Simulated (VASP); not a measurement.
**BN: single point with r2SCAN**

The system is BN, a slab with vacuum.

```
B N
1.0
     2.50772    0.00000    0.00000
    -1.25386    2.17175    0.00000
     0.00000    0.00000   32.61412
B N
2 2
Direct
  0.66667 0.33333 0.44858
  0.33333 0.66667 0.55142
  0.33333 0.66667 0.44853
  0.66667 0.33333 0.55147
```

```json
{"Program": "VASP 6.6.1", "Task": "single point", "Functional": "r2SCAN", "Potentials or basis": "VASP PAW PBE potentials, release 64 (B, N)", "Cutoff": "520 eV", "k mesh": "12 × 12 × 1", "Occupations": "gaussian, width 0.02 eV", "Spin": "no spin polarisation"}
```

| Item | Value |
| --- | --- |
| Largest force | 0.015 eV/Å |
| Band gap on the k mesh | 5.12 eV (least direct gap 5.45 eV) |

Forces in eV/Å, atoms in the order of the input:
```
B    0.000  0.000 -0.005
B    0.000  0.000  0.005
N    0.000  0.000 -0.015
N    0.000  0.000  0.015
```

Levels at points of the mesh, in eV from the valence-band top:
| k point | band 4 | band 5 | band 6 | band 7 | band 8 | band 9 | band 10 | band 11 | band 12 | band 13 |
| --- | --- | --- | --- | --- | --- | --- | --- | --- | --- | --- |
| (0.00, 0.00, 0.00) | -4.81 | -1.34 | -1.34 | -1.33 | -1.33 | 5.36 | 5.85 | 6.14 | 6.46 | 6.64 |
| (0.50, 0.00, 0.00) | -9.19 | -4.26 | -4.23 | -1.14 | -0.65 | 5.12 | 5.82 | 10.35 | 10.60 | 13.22 |

Wall time 5.6 min on 1 thread of Intel(R) Xeon(R) Platinum 8259CL CPU @ 2.50GHz (Skylake/Cascade Lake), with other jobs on the host, peak memory 0.34 GiB.

Caveat: the PAW data sets were made with another functional, which shifts forces and pressure a little.
